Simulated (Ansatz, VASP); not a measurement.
## One calculation of In, two programs

The input INCAR:

```
PREC     = Accurate       # precision mode
ENCUT    = 500            # plane-wave cutoff, eV
EDIFF    = 1E-6           # SCF threshold, eV
ISMEAR   = 0              # smearing method
SIGMA    = 0.1            # smearing width, eV
LREAL    = False          # projectors in reciprocal space
LASPH    = True           # aspherical terms in the spheres
NELM     = 120            # most SCF steps
ALGO     = Normal         # electronic algorithm
ISIF     = 2              # what is computed and relaxed
LWAVE    = False          # write WAVECAR
LCHARG   = False          # write CHGCAR
GGA      = PE             # functional
NBANDS   = 12             # bands
GGA_COMPAT= False
```

Contents of KPOINTS:

```
regular mesh
0
Gamma
  18 18 18
```

Contents of POSCAR:

```
In
1.0
   -1.5592989735      1.5592989735      2.5949014155
    1.5592989735     -1.5592989735      2.5949014155
    1.5592989735      1.5592989735     -2.5949014155
In
1
Direct
    0.0000000000      0.0000000000      0.0000000000
```

Input for Ansatz:

```yaml
crystal:
  lattice:
    - [-1.5592989735, 1.5592989735, 2.5949014155]
    - [1.5592989735, -1.5592989735, 2.5949014155]
    - [1.5592989735, 1.5592989735, -2.5949014155]
  atoms:
    - { symbol: In, position: [0.0, 0.0, 0.0] }
basis:
  ecutwfc: 420
kpoints:
  mp_grid: { grid: [18, 18, 18] }
hamiltonian:
  xc: pbe
scf:
  occupations: { method: gaussian, width: 0.1 }
output:
  forces: true
  stress: true
  eigenvalues: true
  write_density: true
  write_potential: true
  elf: true
  volumetric_format: npy
```

Alike in both runs: task single point; functional PBE; k mesh 18 × 18 × 18; occupations gaussian, width 0.1 eV; no spin polarisation.

```csv
,VASP,Ansatz
version,VASP 6.6.1,Ansatz 0.2.0
potentials or method,"VASP PAW PBE potentials, release 64 (In_d), cutoff 500 eV","scalar-relativistic, plane waves, PAW"
valence electrons in the cell,13,13
```

```tsv
	VASP	Ansatz	Ansatz less VASP
gap on the k mesh at the Fermi level (eV)	none	none	-
pressure (GPa)	3.9	3.9	+0.02
traceless stress, the component that is largest in VASP (GPa)	-1.31	-1.30	+0.004
```

A gap of «none» marks a metal or a gap that the smearing closes. With one functional, cell and mesh, what is left measures potentials, basis and numerics.
